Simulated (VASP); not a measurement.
A run of VASP 6.6.1 is set up as follows.

The input INCAR:

```
SYSTEM = WSe2
PREC = Accurate
ENCUT = 520
EDIFF = 1E-6
ISMEAR = 0
SIGMA = 0.05
LREAL = .FALSE.
LASPH = .TRUE.
NELM = 80
ALGO = Normal
ISIF = 2
LWAVE = .FALSE.
LCHARG = .FALSE.
GGA = PE
NBANDS = 35
```

Contents of KPOINTS:

```
regular mesh
0
G
  9 9 2
  0 0 0
```

Contents of POSCAR:

```
WSe2
1.0
   -3.3206937274      0.0000000000      0.0000000000
   -1.6603468637     -2.8758051261      0.0000000000
   -4.1507011246     -2.3964084116     15.2573262715
W Se
2 4
Direct
    0.2875018333      0.2875018333      0.0550000000
    0.2041851667      0.2041851667      0.5550000000
   -0.0375017689     -0.0375017689      0.4450199235
   -0.1208184356     -0.1208184356      0.9450199235
   -0.2207945644     -0.2207945644      0.6649800765
    0.5291887689      0.5291887689      0.1649800765
```

Potentials or basis: VASP PAW PBE potentials, release 64 (W_sv, Se).

Run with:

```bash
$ cat potpaw_PBE.64/W_sv/POTCAR potpaw_PBE.64/Se/POTCAR > POTCAR
$ mpirun -np 1 vasp_std > vasp.out
```

Q: Predict the band gap on the k mesh.

A: Zero (bands 26 and 27 overlap by 0.08 eV).

Q: Predict the pressure.

A: 4.0 GPa.

Q: What does it give for the largest force?

A: 3.571 eV/Å.

Stress tensor (GPa, compression positive):
```
 1.41 -2.08 -0.23
-2.08  3.82 -0.13
-0.23 -0.13  6.87
```

Caveat: the cell differs from its parent crystal (the part above a cut slid along it); the stress differs along the axes, from 1 to 7 GPa; spin-orbit coupling is left out, which moves the levels of the heavy elements; this functional lacks dispersion, which binds layers or chains, so the pressure and a relaxed spacing across them are unreliable; forces of over 1 eV/Å act on the atoms, so gaps and moduli don't describe the material at rest.
